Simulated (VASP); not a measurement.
# Ge (Pm-3m) in VASP: a series of runs

The runs below take Ge through single point, with PBE.

Everything below comes from runs of VASP 6.6.1. Logs are shortened: lines on timing, memory, paths and dates and some standing lists are left out, and cuts for length are marked.

## 1. The cell of the first run

The structure is cubic, space group Pm-3m (No. 221). Conventional cell: a = 2.430 Å, b = 2.430 Å, c = 2.430 Å, α = 90.00°, β = 90.00°, γ = 90.00°. Ge (site symmetry m-3m) has 6 Ge at 2.43 Å within 3.2 Å.

## 2. Single point, PBE

INCAR reads:

```
ALGO = Normal
EDIFF = 1E-7
ENCUT = 520
GGA = PE
ISIF = 2
ISMEAR = -1
LASPH = T
LCHARG = F
LREAL = F
LWAVE = F
NBANDS = 13
NELM = 80
PREC = Accurate
SIGMA = 0.08
```

KPOINTS reads:

```
k-points
0
Gamma
  16 16 16
```

POSCAR reads:

```
Ge
1.0
    2.4299686535      0.0000000000      0.0000000000
    0.0000000000      2.4299686535      0.0000000000
    0.0000000000      0.0000000000      2.4299686535
Ge
1
Direct
    0.0000000000      0.0000000000      0.0000000000
```

Potentials or basis: VASP PAW PBE potentials, release 64 (Ge_d).

Command:

```bash
$ cat potpaw_PBE.64/Ge_d/POTCAR > POTCAR
$ mpirun -np 1 vasp_std > vasp.out
```

OUTCAR:

```text
EDIFF = 1E-7
   ENCUT = 520
   GGA = PE
   ISIF = 2
   ISMEAR = -1
   LASPH = T
   LREAL = F
   NELM = 80
   PREC = Accurate

 ion  position               nearest neighbor table
   1  0.000  0.000  0.000-

  LATTYP: Found a simple cubic cell.
 ALAT       =     2.4299686535

  Lattice vectors:

 A1 = (   2.4299686535,   0.0000000000,   0.0000000000)
 A2 = (   0.0000000000,   2.4299686535,   0.0000000000)
 A3 = (   0.0000000000,   0.0000000000,   2.4299686535)

Analysis of symmetry for initial positions (statically):
=====================================================================
 Subroutine PRICEL returns:
 Original cell was already a primitive cell.

 Routine SETGRP: Setting up the symmetry group for a
 simple cubic supercell.

 Subroutine GETGRP returns: Found 48 space group operations
 (whereof 48 operations were pure point group operations)
 out of a pool of 48 trial point group operations.

The static configuration has the point symmetry O_h .

Analysis of symmetry for dynamics (positions and initial velocities):
=====================================================================
 Subroutine PRICEL returns:
 Original cell was already a primitive cell.

 Routine SETGRP: Setting up the symmetry group for a
 simple cubic supercell.

 Subroutine GETGRP returns: Found 48 space group operations
 (whereof 48 operations were pure point group operations)
 out of a pool of 48 trial point group operations.

The dynamic configuration has the point symmetry O_h .

 Subroutine INISYM returns: Found 48 space group operations
 (whereof 48 operations are pure point group operations),
 and found     1 'primitive' translations

----------------------------------------------------------------------------------------

                                     Primitive cell

  volume of cell :      14.3484

  direct lattice vectors                    reciprocal lattice vectors
     2.429968654  0.000000000  0.000000000     0.411527942  0.000000000  0.000000000
     0.000000000  2.429968654  0.000000000     0.000000000  0.411527942  0.000000000
     0.000000000  0.000000000  2.429968654     0.000000000  0.000000000  0.411527942

  length of vectors
     2.429968654  2.429968654  2.429968654     0.411527942  0.411527942  0.411527942

  position of ions in fractional coordinates (direct lattice)
     0.000000000  0.000000000  0.000000000

  ion indices of the primitive-cell ions
   primitive index   ion index
[... 73 lines left out ...]
   EDIFF  = 0.1E-06   stopping-criterion for ELM
   LREAL  =      F    real-space projection
   EDIFFG = 0.1E-05   stopping-criterion for IOM
   NSW    =      0    number of steps for IOM
   IBRION =     -1    ionic relax: 0-MD 1-quasi-New 2-CG
   NFREE  =      0    steps in history (QN), initial steepest desc. (CG)
   ISIF   =      2    stress and relaxation
   ISYM   =      2    0-nonsym 1-usesym 2-fastsym
   POTIM  = 0.5000    time-step for ionic-motion
   TEBEG  =    0.0;   TEEND  =   0.0 temperature during run
   PSTRESS=    0.0 pullay stress
   NELECT =      14.0000    total number of electrons
   NUPDOWN=      -1.0000    fix difference up-down
   EMIN   =  10.00;   EMAX   =-10.00  energy-range for DOS
   EFERMI =   0.00;   METHOD = LEGACY
   ISMEAR =    -1;   SIGMA  =   0.08  broadening in eV -4-tet -1-fermi 0-gaus
   EFERMI_NEDOS =   21; number of points for ismear=-14 and -15
   IALGO  =     38    algorithm
   IMIX   =      4    mixing-type and parameters
     AMIX     =   0.40;   BMIX     =  1.00
     AMIX_MAG =   1.60;   BMIX_MAG =  1.00
  volume/ion in A,a.u.               =      14.35        96.83
  Fermi-wavevector in a.u.,A,eV,Ry     =   1.623741  3.068426 35.872248  2.636536
  Thomas-Fermi vector in A             =   2.717142
   LORBIT       =      0    0 simple, 1 ext, 2 COOP (PROOUT), +10 PAW based schemes
   GGA     = PE    functional components
   LHFCALC =     F    Hartree Fock is set to
   AEXX    =    0.0000 exact exchange contribution
   IVDW    =     0    specifies the selected vdW correction
   LEPSILON=     F    determine dielectric tensor
   LRPA    =     F    only Hartree local field effects (RPA)
 non-spin polarized calculation
  energy-cutoff  :      520.00
  volume of cell :       14.35
 maximum number of plane-waves:       402
   NGX =  9   NGY =  9   NGZ =  9

 number of electron      13.9999963 magnetization

 Free energy of the ion-electron system (eV)
  ---------------------------------------------------
  ext. energy  EPLUGINS =         0.00000000
  ---------------------------------------------------
  free energy    TOTEN  =        -3.65618917 eV

  energy without entropy =       -3.64780974  energy(sigma->0) =       -3.65199946

 E-fermi :   9.8930     XC(G=0): -12.6259

 val. band max:        9.8874027672   @ k =   0.2500   0.2500   0.0625
 cond. band min:       9.9045859912   @ k =   0.5000   0.3750   0.1250
 fundamental gap:      0.0171832240
 Fermi energy:         9.8929530090

 k-point     1 :       0.0000    0.0000    0.0000
  band No.  band energies     occupation
      1     -15.3135      2.00000
      2     -15.3135      2.00000
      3     -14.7124      2.00000
      4     -14.7124      2.00000
      5     -14.7124      2.00000
      6      -5.9140      2.00000
      7      18.3852      0.00000
      8      18.3852      0.00000
      9      18.3852      0.00000
     10      21.3190      0.00000
     11      21.3190      0.00000
     12      26.0827      0.00000
     13      42.9878      0.00000
[... 354 lines left out ...]
  band No.  band energies     occupation
      1     -15.2275      2.00000
      2     -14.9133      2.00000
      3     -14.8704      2.00000
      4     -14.8584      2.00000
      5     -14.7213      2.00000
      6       0.0024      2.00000
      7       2.3153      2.00000
      8      18.8571      0.00000
      9      22.7188      0.00000
     10      23.2664      0.00000
     11      28.2219      0.00000
     12      28.3787      0.00000
     13      29.2634      0.00000

 [... further k-points ...]
[... 5 lines left out ...]
  --------------------------------------------------------------------------------------
  -------------------------------------------------------------------------------------
  Total        4.3106533      4.3106533      4.3106533      0.0000000      0.0000000      0.0000000
  in kB      481.3396744    481.3396744    481.3396744      0.0000000      0.0000000      0.0000000
  external PRESSURE =     481.3396744 kB  Pullay stress =       0.0000000 kB

 VOLUME and BASIS-vectors are now :
 -----------------------------------------------------------------------------
  energy-cutoff  :      520.00
  volume of cell :       14.35
      direct lattice vectors                 reciprocal lattice vectors
     2.429968654  0.000000000  0.000000000     0.411527942  0.000000000  0.000000000
     0.000000000  2.429968654  0.000000000     0.000000000  0.411527942  0.000000000
     0.000000000  0.000000000  2.429968654     0.000000000  0.000000000  0.411527942

 POSITION                                       TOTAL-FORCE (eV/Angst)
 -----------------------------------------------------------------------------------
      0.00000      0.00000      0.00000         0.000000      0.000000      0.000000
 -----------------------------------------------------------------------------------
    total drift:                                0.000000      0.000000      0.000000

  FREE ENERGIE OF THE ION-ELECTRON SYSTEM (eV)
  ---------------------------------------------------
  free  energy   TOTEN  =        -3.6561891712 eV

  energy  without entropy=       -3.6478097427  energy(sigma->0) =       -3.65199946
```

OSZICAR:

```text
N       E                     dE             d eps       ncg     rms          rms(c)
DAV:   1     0.611759590389E+02    0.61176E+02   -0.69783E+03  4834   0.323E+03
DAV:   2     0.612834587914E+00   -0.60563E+02   -0.57433E+02  4490   0.415E+02
DAV:   3    -0.363741836604E+01   -0.42503E+01   -0.42321E+01  4830   0.659E+01
DAV:   4    -0.368060394458E+01   -0.43186E-01   -0.43181E-01  4915   0.698E+00
DAV:   5    -0.368090785528E+01   -0.30391E-03   -0.30391E-03  4815   0.628E-01    0.247E+00
DAV:   6    -0.366653947582E+01    0.14368E-01   -0.44685E-03  5399   0.173E+00    0.143E+00
DAV:   7    -0.365624172922E+01    0.10298E-01   -0.65207E-03  5081   0.146E+00    0.996E-02
DAV:   8    -0.365620077825E+01    0.40951E-04   -0.83501E-04  5230   0.767E-01    0.333E-02
DAV:   9    -0.365619179992E+01    0.89783E-05   -0.60112E-05  5309   0.207E-01    0.218E-02
DAV:  10    -0.365618951358E+01    0.22863E-05   -0.24595E-06  6031   0.231E-02    0.121E-03
DAV:  11    -0.365618923288E+01    0.28069E-06   -0.84017E-08  3943   0.530E-03    0.448E-04
DAV:  12    -0.365618917116E+01    0.61719E-07   -0.78214E-09  2670   0.906E-04
   1 F= -.36561892E+01 E0= -.36519995E+01  d E =-.837943E-02
```

stdout:

```text
POSCAR found type information on POSCAR Ge
 POSCAR found :  1 types and       1 ions
 scaLAPACK will be used
 LDA part: xc-table for (Slater+PW92), standard interpolation
 POSCAR, INCAR and KPOINTS ok, starting setup
 FFT: planning ... GRIDC
 FFT: planning ... GRID_SOFT
 FFT: planning ... GRID
 WAVECAR not read
 entering main loop
```

Wall time 22 s (1 thread of Intel Xeon Platinum 8175M at 2.50GHz (Skylake/Cascade Lake), shared host); peak memory 0.14 GiB.

Results:

| Item | Value |
| --- | --- |
| Free energy | -3.6562 eV |
| Pressure | 48.1 GPa |
| Band gap on the k mesh | zero (band 7 reaches 18.39 eV, above the bottom of band 8 at 6.18 eV) |

(Continued in part 2 of 2.)
